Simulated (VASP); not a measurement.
# Sn (Immm) in VASP: notebook

The runs below take Sn through electric field gradients, with LDA.

Everything below comes from runs of VASP 6.6.1. Logs are shortened: lines on timing, memory, paths and dates and some standing lists are left out, and cuts for length are marked.

### 1 The cell of the first run

It takes space group Immm (No. 71, orthorhombic). The conventional cell has a = 3.314 Å, b = 3.830 Å, c = 4.130 Å, α = 90.00°, β = 90.00°, γ = 90.00°. Sn (site symmetry mmm) has 14 Sn at 3.27 to 4.13 Å within 4.3 Å.

### 2 Electric field gradients, LDA (26.21 Å³/atom)

File INCAR:

```
  PREC = Accurate
  ENCUT = 520
  EDIFF = 1E-8
  ISMEAR = -1
  SIGMA = 0.08
  LREAL = False
  LASPH = True
  NELM = 80
  ALGO = Normal
  ISIF = 2
  LWAVE = False
  LCHARG = False
  LEFG = True
  NBANDS = 13
```

File KPOINTS:

```
Automatic mesh
0
Gamma
  13 13 13
```

File POSCAR:

```
Sn
1.0
   -1.6569893071      1.9150981989      2.0652062125
    1.6569893071     -1.9150981989      2.0652062125
    1.6569893071      1.9150981989     -2.0652062125
Sn
1
Direct
    0.0000000000      0.0000000000      0.0000000000
```

Potentials or basis: VASP PAW LDA potentials, release 64 (Sn_d).

The run is started by

```bash
cat potpaw_LDA.64/Sn_d/POTCAR > POTCAR
mpirun -np 1 vasp_std > vasp.out
```

OUTCAR:

```text
PREC = Accurate
   ENCUT = 520
   EDIFF = 1E-8
   ISMEAR = -1
   LREAL = False
   LASPH = True
   NELM = 80
   ISIF = 2

 ion  position               nearest neighbor table
   1  0.000  0.000  0.000-

  LATTYP: Found a body centered orthorhombic cell.
 ALAT       =     3.3139786142
 B/A-ratio  =     1.1557697993
 C/A-ratio  =     1.2463606154

  Lattice vectors:

 A1 = (  -1.6569893071,   1.9150981989,   2.0652062125)
 A2 = (   1.6569893071,  -1.9150981989,   2.0652062125)
 A3 = (   1.6569893071,   1.9150981989,  -2.0652062125)

Analysis of symmetry for initial positions (statically):
=====================================================================
 Subroutine PRICEL returns:
 Original cell was already a primitive cell.

 Routine SETGRP: Setting up the symmetry group for a
 body centered orthorhombic supercell.

 Subroutine GETGRP returns: Found  8 space group operations
 (whereof  8 operations were pure point group operations)
 out of a pool of  8 trial point group operations.

The static configuration has the point symmetry D_2h.

Analysis of symmetry for dynamics (positions and initial velocities):
=====================================================================
 Subroutine PRICEL returns:
 Original cell was already a primitive cell.

 Routine SETGRP: Setting up the symmetry group for a
 body centered orthorhombic supercell.

 Subroutine GETGRP returns: Found  8 space group operations
 (whereof  8 operations were pure point group operations)
 out of a pool of  8 trial point group operations.

The dynamic configuration has the point symmetry D_2h.

 Subroutine INISYM returns: Found  8 space group operations
 (whereof  8 operations are pure point group operations),
 and found     1 'primitive' translations

----------------------------------------------------------------------------------------

                                     Primitive cell

  volume of cell :      26.2141

  direct lattice vectors                    reciprocal lattice vectors
    -1.656989307  1.915098199  2.065206213     0.000000000  0.261083218  0.242106574
[... 125 lines left out ...]
  ext. energy  EPLUGINS =         0.00000000
  ---------------------------------------------------
  free energy    TOTEN  =        -4.44862283 eV

  energy without entropy =       -4.43705609  energy(sigma->0) =       -4.44283946

 E-fermi :   8.3125     XC(G=0): -10.7675

 val. band max:        8.3105387237   @ k =   0.2308   0.0769  -0.0000
 cond. band min:       8.3186989924   @ k =  -0.1538  -0.3077   0.0769
 fundamental gap:      0.0081602687
 Fermi energy:         8.3125488475

 k-point     1 :       0.0000    0.0000    0.0000
  band No.  band energies     occupation
      1     -13.2416      2.00000
      2     -13.1724      2.00000
      3     -13.1538      2.00000
      4     -13.1423      2.00000
      5     -13.0282      2.00000
      6      -3.1291      2.00000
      7      15.3244      0.00000
      8      15.4666      0.00000
      9      17.6217      0.00000
     10      19.0811      0.00000
     11      20.2585      0.00000
     12      20.2792      0.00000
     13      21.5041      0.00000
[... 354 lines left out ...]
  band No.  band energies     occupation
      1     -13.1903      2.00000
      2     -13.1755      2.00000
      3     -13.1279      2.00000
      4     -13.0675      2.00000
      5     -13.0370      2.00000
      6      -0.8786      2.00000
      7       7.6087      1.99970
      8      11.5349      0.00000
      9      14.8193      0.00000
     10      18.2816      0.00000
     11      20.8682      0.00000
     12      21.8428      0.00000
     13      23.4419      0.00000

 [... further k-points ...]

------------------------ aborting loop because EDIFF is reached ----------------------------------------

  FORCE on cell =-STRESS in cart. coord.  units (eV):
  Direction    XX          YY          ZZ          XY          YZ          ZX
  --------------------------------------------------------------------------------------
  -------------------------------------------------------------------------------------
  Total       -0.0741568     -0.1342446     -0.2960526     -0.0000000      0.0000000      0.0000000
  in kB       -4.5323940     -8.2048975    -18.0944482     -0.0000000      0.0000000      0.0000000
  external PRESSURE =     -10.2772466 kB  Pullay stress =       0.0000000 kB

 VOLUME and BASIS-vectors are now :
 -----------------------------------------------------------------------------
  energy-cutoff  :      520.00
  volume of cell :       26.21
      direct lattice vectors                 reciprocal lattice vectors
    -1.656989307  1.915098199  2.065206213     0.000000000  0.261083218  0.242106574
     1.656989307 -1.915098199  2.065206213     0.301752098  0.000000000  0.242106574
     1.656989307  1.915098199 -2.065206213     0.301752098  0.261083218  0.000000000

 POSITION                                       TOTAL-FORCE (eV/Angst)
 -----------------------------------------------------------------------------------
      0.00000      0.00000      0.00000         0.000000      0.000000     -0.000000
 -----------------------------------------------------------------------------------
    total drift:                                0.000000      0.000000     -0.000000

  FREE ENERGIE OF THE ION-ELECTRON SYSTEM (eV)
  ---------------------------------------------------
  free  energy   TOTEN  =        -4.4486228260 eV

  energy  without entropy=       -4.4370560926  energy(sigma->0) =       -4.44283946

 Electric field gradients (V/A^2)
---------------------------------------------------------------------
 ion       V_xx      V_yy      V_zz      V_xy      V_xz      V_yz
---------------------------------------------------------------------
   1      13.816    -2.499   -11.316    -0.001    -0.001    -0.001
---------------------------------------------------------------------

 Electric field gradients after diagonalization (V/A^2)
 (convention: |V_zz| > |V_xx| > |V_yy|)
----------------------------------------------------------------------
 ion       V_xx      V_yy      V_zz     asymmetry (V_yy - V_xx)/ V_zz
----------------------------------------------------------------------
   1     -11.316    -2.499    13.816       0.638
----------------------------------------------------------------------

           NMR quadrupolar parameters

 Cq : quadrupolar parameter    Cq=e*Q*V_zz/h
 eta: asymmetry parameters     (V_yy - V_xx)/ V_zz
 Q  : nuclear electric quadrupole moment in mb (millibarn)
----------------------------------------------------------------------
 ion       Cq(MHz)       eta       Q (mb)
----------------------------------------------------------------------
   1       0.033       0.638       1.000
----------------------------------------------------------------------
```

OSZICAR:

```text
N       E                     dE             d eps       ncg     rms          rms(c)
DAV:   1     0.801906260122E+02    0.80191E+02   -0.72479E+03  9186   0.164E+03
DAV:   2     0.122368968569E+01   -0.78967E+02   -0.76322E+02  9463   0.337E+02
DAV:   3    -0.434604324101E+01   -0.55697E+01   -0.55449E+01 10726   0.730E+01
DAV:   4    -0.446264023428E+01   -0.11660E+00   -0.11657E+00 10588   0.113E+01
DAV:   5    -0.446655330407E+01   -0.39131E-02   -0.39130E-02 11599   0.202E+00    0.147E+00
DAV:   6    -0.445364762562E+01    0.12906E-01   -0.11388E-02 11350   0.184E+00    0.801E-01
DAV:   7    -0.444888864141E+01    0.47590E-02   -0.68050E-03 11196   0.133E+00    0.101E-01
DAV:   8    -0.444862210305E+01    0.26654E-03   -0.62745E-04 10976   0.443E-01    0.204E-02
DAV:   9    -0.444862288741E+01   -0.78436E-06   -0.12005E-05 11948   0.430E-02    0.116E-02
DAV:  10    -0.444862282823E+01    0.59179E-07   -0.82912E-07 11815   0.108E-02    0.121E-03
DAV:  11    -0.444862282600E+01    0.22374E-08   -0.19656E-08  9592   0.184E-03
   1 F= -.44486228E+01 E0= -.44428395E+01  d E =-.115667E-01
```

Run time: 22 s. Hardware: 1 thread of Intel Xeon 6975P-C (Granite Rapids), shared host; peak memory 0.21 GiB.

Results:

```yaml
Free_energy: -4.4486 eV
Pressure: -1.0 GPa
Band_gap_on_the_k_mesh: zero (bands 7 and 8 overlap by 9.35 eV)
Largest_electric_field_gradient_by_atom: Sn +13.8 V/Å²
```

Levels at points of the mesh, in eV from the Fermi level:
```
           k point  band 3  band 4  band 5  band 6  band 7  band 8  band 9  band 10  band 11  band 12
(0.00, 0.00, 0.00)  -21.47  -21.45  -21.34  -11.44    7.01    7.15    9.31    10.77    11.95    11.97
```

Electric field gradients, principal values (V/Å²):
```csv
atom,least,middle,greatest (by size)
1 Sn,-2.499,-11.316,13.816
```

Caveat: without QUAD_EFG the Cq values of the log hold for a quadrupole moment of 1 mb, not for the nuclei; spin-orbit coupling is left out, which moves the levels of the heavy elements.

### 3 Electric field gradients, LDA (26.21 Å³/atom)

File INCAR:

```
SYSTEM = Sn
PREC     = Accurate       ! precision mode
ENCUT    = 520            ! plane-wave cutoff, eV
EDIFF    = 1E-8           ! SCF threshold, eV
ISMEAR   = -1             ! smearing method
SIGMA    = 0.08           ! smearing width, eV
LREAL    = .False.        ! projectors in reciprocal space
LASPH    = .True.         ! aspherical terms in the spheres
NELM     = 60             ! most SCF steps
ALGO     = Normal         ! electronic algorithm
ISIF     = 2              ! what is computed and relaxed
LWAVE    = .False.        ! write WAVECAR
LCHARG   = .False.        ! write CHGCAR
GGA      = CA             ! functional
LEFG     = .True.       
NBANDS   = 13             ! bands
```

File KPOINTS:

```
Automatic mesh
0
Gamma
  13 13 13
  0 0 0
```

POSCAR is that of step 2.

Potentials or basis: VASP PAW LDA potentials, release 64 (Sn_d).

The run is started by

```bash
cat potpaw_LDA.64/Sn_d/POTCAR > POTCAR
mpirun -np 1 vasp_std > vasp.out
```

OUTCAR:

```text
SYSTEM = Sn
   PREC = Accurate
   ENCUT = 520
   EDIFF = 1E-8
   ISMEAR = -1
   LREAL = .False.
   LASPH = .True.
   NELM = 60
   ISIF = 2
   GGA = CA

 ion  position               nearest neighbor table
   1  0.000  0.000  0.000-

  LATTYP: Found a body centered orthorhombic cell.
 ALAT       =     3.3139786142
 B/A-ratio  =     1.1557697993
 C/A-ratio  =     1.2463606154

  Lattice vectors:

 A1 = (  -1.6569893071,   1.9150981989,   2.0652062125)
[... 590 lines left out ...]
    total drift:                                0.000000      0.000000     -0.000000

  FREE ENERGIE OF THE ION-ELECTRON SYSTEM (eV)
  ---------------------------------------------------
  free  energy   TOTEN  =        -4.4486228260 eV

  energy  without entropy=       -4.4370560926  energy(sigma->0) =       -4.44283946

 Electric field gradients (V/A^2)
---------------------------------------------------------------------
 ion       V_xx      V_yy      V_zz      V_xy      V_xz      V_yz
---------------------------------------------------------------------
   1      13.816    -2.499   -11.316    -0.001    -0.001    -0.001
---------------------------------------------------------------------

 Electric field gradients after diagonalization (V/A^2)
 (convention: |V_zz| > |V_xx| > |V_yy|)
----------------------------------------------------------------------
 ion       V_xx      V_yy      V_zz     asymmetry (V_yy - V_xx)/ V_zz
----------------------------------------------------------------------
   1     -11.316    -2.499    13.816       0.638
----------------------------------------------------------------------

           NMR quadrupolar parameters

 Cq : quadrupolar parameter    Cq=e*Q*V_zz/h
 eta: asymmetry parameters     (V_yy - V_xx)/ V_zz
 Q  : nuclear electric quadrupole moment in mb (millibarn)
----------------------------------------------------------------------
 ion       Cq(MHz)       eta       Q (mb)
----------------------------------------------------------------------
   1       0.033       0.638       1.000
----------------------------------------------------------------------
```

stdout:

```text
POSCAR found type information on POSCAR Sn
 POSCAR found :  1 types and       1 ions
 scaLAPACK will be used
 LDA part: xc-table for (Slater(with rela. corr.)+CA(PZ))
 , standard interpolation
 POSCAR, INCAR and KPOINTS ok, starting setup
 FFT: planning ... GRIDC
 FFT: planning ... GRID_SOFT
 FFT: planning ... GRID
 WAVECAR not read
 entering main loop
ion   1
```

Wall time 22 s (1 thread of Intel Xeon 6975P-C (Granite Rapids), shared host); peak memory 0.21 GiB.

Results:

* Free energy: -4.4486 eV
* Pressure: -1.0 GPa
* Band gap on the k mesh: zero (bands 7 and 8 overlap by 9.35 eV)
* Largest electric field gradient by atom: Sn +13.8 V/Å²

Stress tensor (GPa, compression positive):
```
-0.45  0.00  0.00
 0.00 -0.82  0.00
 0.00  0.00 -1.81
```

Electric field gradients, principal values (V/Å²):
```csv
atom,least,middle,greatest (by size)
1 Sn,-2.499,-11.316,13.816
```

Caveat: without QUAD_EFG the Cq values of the log hold for a quadrupole moment of 1 mb, not for the nuclei; spin-orbit coupling is left out, which moves the levels of the heavy elements.

### 4 Electric field gradients, LDA (27.04 Å³/atom)

This run uses another cell than the first one, of 27.04 Å³/atom.

File INCAR:

```
PREC = Accurate ; ENCUT = 520
EDIFF = 1E-8 ; ISMEAR = -1
SIGMA = 0.08 ; LREAL = F
LASPH = T ; NELM = 60
ALGO = Normal ; ISIF = 2
LWAVE = F ; LCHARG = F
GGA = CA ; LEFG = T
NBANDS = 13
```

File KPOINTS:

```
regular mesh
0
Gamma
  13 13 13
```

File POSCAR:

```
Sn
1.0
   -1.6741358017      1.9349155995      2.0865769280
    1.6741358017     -1.9349155995      2.0865769280
    1.6741358017      1.9349155995     -2.0865769280
Sn
1
Direct
    0.0000000000      0.0000000000      0.0000000000
```

Potentials or basis: VASP PAW LDA potentials, release 64 (Sn_d).

The run is started by

```bash
cat potpaw_LDA.64/Sn_d/POTCAR > POTCAR
mpirun -np 1 vasp_std > vasp.out
```

OUTCAR:

```text
PREC = Accurate
   ENCUT = 520
   EDIFF = 1E-8
   ISMEAR = -1
   LREAL = F
   LASPH = T
   NELM = 60
   ISIF = 2
   GGA = CA

 ion  position               nearest neighbor table
   1  0.000  0.000  0.000-

  LATTYP: Found a body centered orthorhombic cell.
 ALAT       =     3.3482716034
 B/A-ratio  =     1.1557697993
 C/A-ratio  =     1.2463606154

  Lattice vectors:

 A1 = (  -1.6741358017,   1.9349155995,   2.0865769280)
 A2 = (   1.6741358017,  -1.9349155995,   2.0865769280)
 A3 = (   1.6741358017,   1.9349155995,  -2.0865769280)

Analysis of symmetry for initial positions (statically):
=====================================================================
 Subroutine PRICEL returns:
 Original cell was already a primitive cell.

 Routine SETGRP: Setting up the symmetry group for a
 body centered orthorhombic supercell.

 Subroutine GETGRP returns: Found  8 space group operations
 (whereof  8 operations were pure point group operations)
 out of a pool of  8 trial point group operations.

The static configuration has the point symmetry D_2h.

Analysis of symmetry for dynamics (positions and initial velocities):
=====================================================================
 Subroutine PRICEL returns:
 Original cell was already a primitive cell.

 Routine SETGRP: Setting up the symmetry group for a
 body centered orthorhombic supercell.

 Subroutine GETGRP returns: Found  8 space group operations
 (whereof  8 operations were pure point group operations)
 out of a pool of  8 trial point group operations.

[... 163 lines left out ...]
      9      16.8956      0.00000
     10      18.5218      0.00000
     11      19.6595      0.00000
     12      19.8105      0.00000
     13      21.0010      0.00000
[... 354 lines left out ...]
  band No.  band energies     occupation
      1     -13.5535      2.00000
      2     -13.5395      2.00000
      3     -13.4970      2.00000
      4     -13.4426      2.00000
      5     -13.4142      2.00000
      6      -1.0978      2.00000
      7       7.2321      1.99964
      8      11.0608      0.00000
      9      14.2553      0.00000
     10      17.7535      0.00000
     11      20.2460      0.00000
     12      21.2590      0.00000
     13      22.7876      0.00000

 [... further k-points ...]

------------------------ aborting loop because EDIFF is reached ----------------------------------------

  FORCE on cell =-STRESS in cart. coord.  units (eV):
  Direction    XX          YY          ZZ          XY          YZ          ZX
  --------------------------------------------------------------------------------------
  -------------------------------------------------------------------------------------
  Total       -0.3688040     -0.3959271     -0.5412606      0.0000000      0.0000000      0.0000000
  in kB      -21.8554158    -23.4627363    -32.0752383      0.0000000      0.0000000      0.0000000
  external PRESSURE =     -25.7977968 kB  Pullay stress =       0.0000000 kB

 VOLUME and BASIS-vectors are now :
 -----------------------------------------------------------------------------
  energy-cutoff  :      520.00
  volume of cell :       27.04
      direct lattice vectors                 reciprocal lattice vectors
    -1.674135802  1.934915600  2.086576928     0.000000000  0.258409204  0.239626919
     1.674135802 -1.934915600  2.086576928     0.298661554  0.000000000  0.239626919
     1.674135802  1.934915600 -2.086576928     0.298661554  0.258409204  0.000000000

 POSITION                                       TOTAL-FORCE (eV/Angst)
 -----------------------------------------------------------------------------------
      0.00000      0.00000      0.00000         0.000000     -0.000000      0.000000
 -----------------------------------------------------------------------------------
    total drift:                               -0.000000     -0.000000     -0.000000

  FREE ENERGIE OF THE ION-ELECTRON SYSTEM (eV)
  ---------------------------------------------------
  free  energy   TOTEN  =        -4.4396541486 eV

  energy  without entropy=       -4.4277598821  energy(sigma->0) =       -4.43370702

 Electric field gradients (V/A^2)
---------------------------------------------------------------------
 ion       V_xx      V_yy      V_zz      V_xy      V_xz      V_yz
---------------------------------------------------------------------
   1      11.678    -1.423   -10.254    -0.002    -0.001    -0.001
---------------------------------------------------------------------

 Electric field gradients after diagonalization (V/A^2)
 (convention: |V_zz| > |V_xx| > |V_yy|)
----------------------------------------------------------------------
 ion       V_xx      V_yy      V_zz     asymmetry (V_yy - V_xx)/ V_zz
----------------------------------------------------------------------
   1     -10.254    -1.423    11.678       0.756
----------------------------------------------------------------------

           NMR quadrupolar parameters

 Cq : quadrupolar parameter    Cq=e*Q*V_zz/h
 eta: asymmetry parameters     (V_yy - V_xx)/ V_zz
 Q  : nuclear electric quadrupole moment in mb (millibarn)
----------------------------------------------------------------------
 ion       Cq(MHz)       eta       Q (mb)
----------------------------------------------------------------------
   1       0.028       0.756       1.000
----------------------------------------------------------------------
```

Run time: 49 s. Hardware: 1 thread of Intel Xeon 6975P-C (Granite Rapids), shared host; peak memory 0.22 GiB.

What came out:

```
Free energy                             : -4.4397 eV
Pressure                                : -2.6 GPa
Band gap on the k mesh                  : zero (bands 7 and 8 overlap by 9.04 eV)
Largest electric field gradient by atom : Sn +11.7 V/Å²
```

Levels at points of the mesh, in eV from the Fermi level:
```csv
k point,band 5,band 6,band 7,band 8,band 9,band 10
"(0.00, 0.00, 0.00)",-21.33,-11.21,6.80,6.95,8.97,10.60
```

Electric field gradients, principal values (V/Å²):
```csv
atom,least,middle,greatest (by size)
1 Sn,-1.423,-10.254,11.678
```

Caveat: without QUAD_EFG the Cq values of the log hold for a quadrupole moment of 1 mb, not for the nuclei; spin-orbit coupling is left out, which moves the levels of the heavy elements.

(Continued in part 2 of 2.)
